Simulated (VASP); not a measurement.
Crystal: Ge.

```xyz
2
Lattice="0.0000 2.8369 2.8369 2.8369 0.0000 2.8369 2.8369 2.8369 0.0000" Properties=species:S:1:pos:R:3 pbc="T T T"
Ge    0.0000    0.0000    0.0000
Ge    1.4184    1.4184    1.4184
```

Base run:

```yaml
Program: VASP 6.6.1
Functional: r2SCAN
Potentials_or_basis: VASP PAW PBE potentials, release 64 (Ge_d)
Cutoff: 520 eV
k_mesh: 8 × 8 × 8
Occupations: fermi-dirac, width 0.02 eV
Spin: no spin polarisation
```

Its results: band gap on the k mesh 0.32 eV, direct; pressure 0.0 GPa.

Q: The run is repeated on the same cell with these changes: functional from r2SCAN to PBE. What comes out?

A: Band gap on the k mesh zero (filled and empty bands touch); pressure 2.9 GPa.

r2SCAN gives the wider gap, since meta-GGAs in the generalised Kohn-Sham scheme recover part of the derivative discontinuity.

Caveats: the PAW data sets were made with another functional, which shifts forces and pressure a little (some runs).

A k mesh can miss the band edges.
